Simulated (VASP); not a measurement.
Wanted: the native input for a VASP 6.6.1 run.

```
Task                   : single point
Functional             : PBE
Potentials or basis    : VASP PAW PBE potentials, release 64 (Ru_pv)
Cutoff                 : 520 eV
k mesh                 : 16 × 16 × 16
Occupations            : fermi-dirac, width 0.05 eV
Spin                   : collinear spin, ferromagnetic start
Starting moments       : [1.0] μB
Dipole correction      : no
Further INCAR settings : ALGO = Normal; EDIFF = 1e-06; NBANDS = 17
```

The structure of Ru lies in POSCAR:

```
Ru
1.0
    0.0000000000      1.9056559081      1.9056559081
    1.9056559081      0.0000000000      1.9056559081
    1.9056559081      1.9056559081      0.0000000000
Ru
1
Direct
    0.0000000000      0.0000000000      0.0000000000
```

This isn't the form of Ru at room conditions, which is hcp.

These files were run (other wordings do the same):

INCAR

```
PREC = Accurate
ENCUT = 520
EDIFF = 1E-6
ISMEAR = -1
SIGMA = 0.05
LREAL = False
LASPH = True
NELM = 150
ALGO = Normal
ISIF = 2
LWAVE = False
LCHARG = True
ISPIN = 2
MAGMOM = 1
LORBIT = 11
LMAXMIX = 4
GGA = PE
LELF = True
LVHAR = True
NBANDS = 17
```

KPOINTS

```
regular mesh
0
Gamma
  16 16 16
```

Potentials or basis: VASP PAW PBE potentials, release 64 (Ru_pv).

Command:

```sh
$ cat potpaw_PBE.64/Ru_pv/POTCAR > POTCAR
$ mpirun -np 1 vasp_std > vasp.out
```

Results of the run:

- Pressure: -0.6 GPa
- Band gap on the k mesh: zero (filled and empty bands overlap)
- Net moment: 0.00 μB per cell
- Valence electrons inside the program's atomic spheres: Ru 12.63

It took 57 s on 1 thread of Intel Xeon 8259CL, on a shared host, peak memory 0.17 GiB.
